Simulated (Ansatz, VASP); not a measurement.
## Zn in VASP and in Ansatz

Contents of POSCAR:

```
Zn
1.0
    0.0000000000      1.9647760000      1.9647760000
    1.9647760000      0.0000000000      1.9647760000
    1.9647760000      1.9647760000      0.0000000000
Zn
1
Direct
    0.0000000000      0.0000000000      0.0000000000
```

File INCAR.step1:

```
SYSTEM = Zn
PREC = Accurate
ENCUT = 440
EDIFF = 1E-5
ISMEAR = -1
SIGMA = 0.05
LREAL = .False.
LASPH = .True.
NELM = 120
ALGO = Normal
ISIF = 2
LWAVE = .True.
NBANDS = 12
GGA = PE
GGA_COMPAT = .False.
```

INCAR.step2

```
SYSTEM = Zn
PREC = Accurate
ENCUT = 440
EDIFF = 1E-6
ISMEAR = -1
SIGMA = 0.05
LREAL = .False.
LASPH = .True.
NELM = 120
ALGO = Normal
ISIF = 2
LWAVE = .False.
LCHARG = .True.
METAGGA = R2SCAN
LHFCALC = .True.
AEXX = 0.5
LMIXTAU = .True.
PRECFOCK = Normal
LELF = .True.
LVHAR = .True.
NBANDS = 12
ISTART = 1
GGA_COMPAT = .False.
```

Contents of KPOINTS:

```
regular mesh
0
Gamma
  6 6 6
  0 0 0
```

input

```
crystal:
  lattice:
    - [0.0, 1.964776, 1.964776]
    - [1.964776, 0.0, 1.964776]
    - [1.964776, 1.964776, 0.0]
  atoms:
    - { symbol: Zn, position: [0.0, 0.0, 0.0] }
hamiltonian:
  xc: r2scan50
  pseudopotentials: { kind: paw }
kpoints:
  mp_grid: { grid: [6, 6, 6] }
scf:
  occupations: { method: fermi_dirac, width: 0.05 }
output:
  forces: true
  stress: true
  eigenvalues: true
```

Alike in both runs: task single point; functional r2SCAN50; k mesh 6 × 6 × 6; occupations fermi-dirac, width 0.05 eV; no spin polarisation.

|  | VASP | Ansatz |
| --- | --- | --- |
| version | VASP 6.6.1 | Ansatz 0.2.0 |
| potentials or method | VASP PAW PBE potentials, release 64 (Zn) | Ansatz PAW |
| plane-wave cutoff (eV) | 440 | 500 |
| valence electrons in the cell | 12 | 12 |

Ansatz gave:

```
gap on the k mesh at the Fermi level (eV) : none
pressure (GPa)                            : -1.7
```

Task: What did VASP give for the same quantities?

Result: gap on the k mesh at the Fermi level (eV): none; pressure (GPa): -2.6.

VASP's potentials were made for PBE, not for r2SCAN50. A gap of «none» marks a metal or a gap that the smearing closes.

The k mesh is coarse, so the values compare programs but aren't converged.
